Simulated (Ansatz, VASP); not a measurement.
## Two plane-wave programs on KZn2RuF6

```
K Ru Zn F
1.0
     8.10000    0.00000    0.00000
     0.00000    4.05000    0.00000
     0.00000    0.00000    4.05000
K Ru Zn F
1 1 2 6
Direct
  0.99642 0.00754 0.99101
  0.49969 0.00269 0.99168
  0.24324 0.49978 0.49546
  0.74841 0.49769 0.47678
  0.24677 0.49630 0.99164
  0.76021 0.48741 0.99473
  0.00866 0.50347 0.52525
  0.49892 0.51024 0.48856
  0.24159 0.99127 0.48456
  0.75432 0.00289 0.48923
```

Alike in both runs: task single point; functional PBE; k mesh 2 × 3 × 3; occupations gaussian, width 0.02 eV; collinear spin; Hubbard terms Ru d U = 1.0 eV.

|  | VASP | Ansatz |
| --- | --- | --- |
| version | VASP 6.6.1 | Ansatz 0.2.0 |
| potentials or method | VASP PAW PBE potentials, release 64 (K_sv, Ru_pv, Zn, F), cutoff 520 eV | PAW, plane waves, scalar-relativistic |
| valence electrons in the cell | 89 | 91 |

```tsv
	VASP	Ansatz	Ansatz less VASP
pressure (GPa)	4.2	3.9	-0.27
traceless stress, the component that is largest in VASP (GPa)	0.55	0.52	-0.031
rms of the force components (eV/Å)	0.390	0.364	-0.0264
net moment per atom (μB)	0.31	0.31	0.000
size of the moment on the site where the two differ most (μB)	2.74	2.67	-0.077
```

Site moments also hang on the region over which each program counts them. The programs project onto different local orbitals, so the same U acts differently, and such runs can settle in different states. Atom by atom the forces differ by 0.028 eV/Å (rms over components). VASP's potentials hold 89 valence electrons a cell and Ansatz's 91, so a difference there can come from the potentials and not from the codes. Ansatz's warnings: filled band counts differ across k points.

The k mesh is coarse, so the values compare programs but aren't converged.
